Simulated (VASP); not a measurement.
# MgB (Pm-3m) in VASP: settings compared, part 4 of 4

VASP 6.6.1.

**6. Single point, HSE06**

This run uses another cell than the first one, of 12.05 Å³/atom.

POSCAR

```
MgB
1.0
    2.8881698520      0.0000000000      0.0000000000
    0.0000000000      2.8881698520      0.0000000000
    0.0000000000      0.0000000000      2.8881698520
Mg B
1 1
Direct
    0.0000000000      0.0000000000      0.0000000000
    0.5000000000      0.5000000000      0.5000000000
```

INCAR.step1

```
SYSTEM = MgB
ALGO     = Normal         ! electronic algorithm
EDIFF    = 1E-5           ! SCF threshold, eV
ENCUT    = 520            ! plane-wave cutoff, eV
GGA      = PE             ! functional
ISIF     = 2              ! what is computed and relaxed
ISMEAR   = -1             ! smearing method
LASPH    = .True.         ! aspherical terms in the spheres
LCHARG   = .False.        ! write CHGCAR
LREAL    = .False.        ! projectors in reciprocal space
LWAVE    = .True.         ! write WAVECAR
NBANDS   = 10             ! bands
NELM     = 100            ! most SCF steps
PREC     = Accurate       ! precision mode
SIGMA    = 0.05           ! smearing width, eV
```

INCAR.step2

```
SYSTEM = MgB
ALGO     = Normal         ! electronic algorithm
EDIFF    = 1E-7           ! SCF threshold, eV
ENCUT    = 520            ! plane-wave cutoff, eV
GGA      = PE             ! functional
HFSCREEN = 0.2079         ! screening, 1/A
ISIF     = 2              ! what is computed and relaxed
ISMEAR   = -1             ! smearing method
ISTART   = 1            
LASPH    = .True.         ! aspherical terms in the spheres
LCHARG   = .False.        ! write CHGCAR
LHFCALC  = .True.         ! exact exchange
LREAL    = .False.        ! projectors in reciprocal space
LWAVE    = .False.        ! write WAVECAR
NBANDS   = 10             ! bands
NELM     = 100            ! most SCF steps
PREC     = Accurate       ! precision mode
PRECFOCK = Normal       
SIGMA    = 0.05           ! smearing width, eV
```

KPOINTS

```
k-points
0
Gamma
  5 5 5
  0 0 0
```

Potentials or basis: VASP PAW PBE potentials, release 64 (Mg, B).

Command:

```bash
> cat potpaw_PBE.64/Mg/POTCAR potpaw_PBE.64/B/POTCAR > POTCAR
> cp INCAR.step1 INCAR
> mpirun -np 1 vasp_std > vasp.out
> cp INCAR.step2 INCAR
> mpirun -np 1 vasp_std > vasp.out
```

OUTCAR:

```text
SYSTEM = MgB
   EDIFF = 1E-7
   ENCUT = 520
   GGA = PE
   HFSCREEN = 0.2079
   ISIF = 2
   ISMEAR = -1
   ISTART = 1
   LASPH = .True.
   LHFCALC = .True.
   LREAL = .False.
   NELM = 100
   PREC = Accurate
   PRECFOCK = Normal

 ion  position               nearest neighbor table
   1  0.000  0.000  0.000-   2 2.50   2 2.50   2 2.50   2 2.50   2 2.50   2 2.50   2 2.50   2 2.50

   2  0.500  0.500  0.500-   1 2.50   1 2.50   1 2.50   1 2.50   1 2.50   1 2.50   1 2.50   1 2.50

  LATTYP: Found a simple cubic cell.
 ALAT       =     2.8881698520

  Lattice vectors:

 A1 = (   2.8881698520,   0.0000000000,   0.0000000000)
 A2 = (   0.0000000000,   2.8881698520,   0.0000000000)
 A3 = (   0.0000000000,   0.0000000000,   2.8881698520)

Analysis of symmetry for initial positions (statically):
=====================================================================
 Subroutine PRICEL returns:
 Original cell was already a primitive cell.

 Routine SETGRP: Setting up the symmetry group for a
 simple cubic supercell.

 Subroutine GETGRP returns: Found 48 space group operations
 (whereof 48 operations were pure point group operations)
 out of a pool of 48 trial point group operations.

The static configuration has the point symmetry O_h .

Analysis of symmetry for dynamics (positions and initial velocities):
=====================================================================
 Subroutine PRICEL returns:
 Original cell was already a primitive cell.

 Routine SETGRP: Setting up the symmetry group for a
 simple cubic supercell.

 Subroutine GETGRP returns: Found 48 space group operations
 (whereof 48 operations were pure point group operations)
 out of a pool of 48 trial point group operations.

The dynamic configuration has the point symmetry O_h .

 Subroutine INISYM returns: Found 48 space group operations
 (whereof 48 operations are pure point group operations),
 and found     1 'primitive' translations
[... 111 lines left out ...]
   NKREDZ  =     1    reduce k-point grid by
   AEXX    =    0.2500 exact exchange contribution
   HFSCREEN=    0.2079 screening length (either q_TF or 0.3 A-1)
   HFSCREENC=   0.2079 screening length for correlation (either q_TF or 0.3 A-1)
   ENCUTFOCK=  -1.0 apply spherical cutoff to Coloumb kernel
   IVDW    =     0    specifies the selected vdW correction
   LEPSILON=     F    determine dielectric tensor
   LRPA    =     F    only Hartree local field effects (RPA)
 non-spin polarized calculation
  energy-cutoff  :      520.00
  volume of cell :       24.09
 maximum number of plane-waves:       657
 NGX is ok and might be reduce to    24
  NGX = 18; NGY = 18; NGZ = 18

 number of electron       5.0000000 magnetization

 Free energy of the ion-electron system (eV)
  ---------------------------------------------------
  ext. energy  EPLUGINS =         0.00000000
  ---------------------------------------------------
  free energy    TOTEN  =        -7.06166470 eV

  energy without entropy =       -7.05489688  energy(sigma->0) =       -7.05828079

 E-fermi :   4.6863     XC(G=0):  -8.5743

 val. band max:        4.4560824494   @ k =   0.2000   0.2000   0.2000
 cond. band min:       4.7269641990   @ k =   0.2000   0.2000   0.0000
 fundamental gap:      0.2708817496
 Fermi energy:         4.6862511226

 k-point     1 :       0.0000    0.0000    0.0000
  band No.  band energies     occupation
      1      -7.8150      2.00000
      2       7.6268      0.00000
      3       7.6268      0.00000
      4       7.6268      0.00000
      5      12.1567      0.00000
      6      12.1567      0.00000
      7      14.5728      0.00000
      8      24.2162      0.00000
      9      24.2162      0.00000
     10      24.2162      0.00000
[... 105 lines left out ...]
 k-point    10 :       0.4000    0.4000    0.4000
  band No.  band energies     occupation
      1      -0.2465      2.00000
      2       3.0306      2.00000
      3       3.0306      2.00000
      4       4.3982      1.99373
      5      10.0701      0.00000
      6      10.0701      0.00000
      7      10.1707      0.00000
      8      17.5423      0.00000
      9      26.3447      0.00000
     10      26.7046      0.00000

------------------------ aborting loop because EDIFF is reached ----------------------------------------

  FORCE on cell =-STRESS in cart. coord.  units (eV):
  Direction    XX          YY          ZZ          XY          YZ          ZX
  --------------------------------------------------------------------------------------
  -------------------------------------------------------------------------------------
  Total       -0.0317932     -0.0317932     -0.0317932     -0.0000000      0.0000000     -0.0000000
  in kB       -2.1143516     -2.1143516     -2.1143516     -0.0000000      0.0000000     -0.0000000
  external PRESSURE =      -2.1143516 kB  Pullay stress =       0.0000000 kB

 VOLUME and BASIS-vectors are now :
 -----------------------------------------------------------------------------
  energy-cutoff  :      520.00
  volume of cell :       24.09
      direct lattice vectors                 reciprocal lattice vectors
     2.888169852  0.000000000  0.000000000     0.346240024  0.000000000  0.000000000
     0.000000000  2.888169852  0.000000000     0.000000000  0.346240024  0.000000000
     0.000000000  0.000000000  2.888169852     0.000000000  0.000000000  0.346240024

 POSITION                                       TOTAL-FORCE (eV/Angst)
 -----------------------------------------------------------------------------------
      0.00000      0.00000      0.00000         0.000000      0.000000      0.000000
      1.44408      1.44408      1.44408         0.000000      0.000000      0.000000
 -----------------------------------------------------------------------------------
    total drift:                               -0.000102      0.000323     -0.000102

  FREE ENERGIE OF THE ION-ELECTRON SYSTEM (eV)
  ---------------------------------------------------
  free  energy   TOTEN  =        -7.0616646992 eV

  energy  without entropy=       -7.0548968773  energy(sigma->0) =       -7.05828079
```

It took 1.9 min on 1 thread of Intel Xeon Platinum 8259CL at 2.50GHz (Skylake/Cascade Lake), shared host; peak memory 0.25 GiB.

Results:

```
Free energy            : -7.0617 eV
Pressure               : -0.2 GPa
Band gap on the k mesh : zero (an odd number of electrons rules out a gap without spin polarisation)
```

Levels at points of the mesh, in eV from the Fermi level:
```tsv
k point	band 1	band 2	band 3	band 4	band 5
(0.00, 0.00, 0.00)	-12.50	2.94	2.94	2.94	7.47
```

Caveat: the k points lie up to 0.44 Å⁻¹ apart, too coarse for converged energies and pressures of a metal; the PAW data sets were made with another functional, which shifts forces and pressure a little.

**7. Summary**

```tsv
task	level	cell	cutoff (eV)	screening parameter	gap on the mesh (eV)	pressure (GPa)	relaxed volume (Å³/atom)
single point	PBE0	a = 2.885 Å, 2 atoms	520	-	none	-0.3	-
single point	PBEsol-based global hybrid with 25 % exact exchange	a = 2.872 Å, 2 atoms	520	-	none	-0.1	-
relaxation of cell and atoms	PBE0	relaxed from a = 2.895 Å, 2 atoms	600	-	none	0.1	11.97
relaxation of cell and atoms	PBEsol-based global hybrid with 25 % exact exchange	relaxed from a = 2.895 Å, 2 atoms	600	-	none	0.0	11.83
single point	HSE06	a = 2.888 Å, 2 atoms	520	0.2079 1/Å	none	-0.2	-
```

Alike in all rows: potentials or basis VASP PAW PBE potentials, release 64 (Mg, B); no spin polarisation; k mesh 5 × 5 × 5; smearing fermi-dirac 0.05 eV.

Caveats: all runs use coarse meshes; the PAW data sets were made with another functional, which shifts forces and pressure a little.

Total energies depend on the potentials used, so only differences within one code and one set of settings carry meaning.
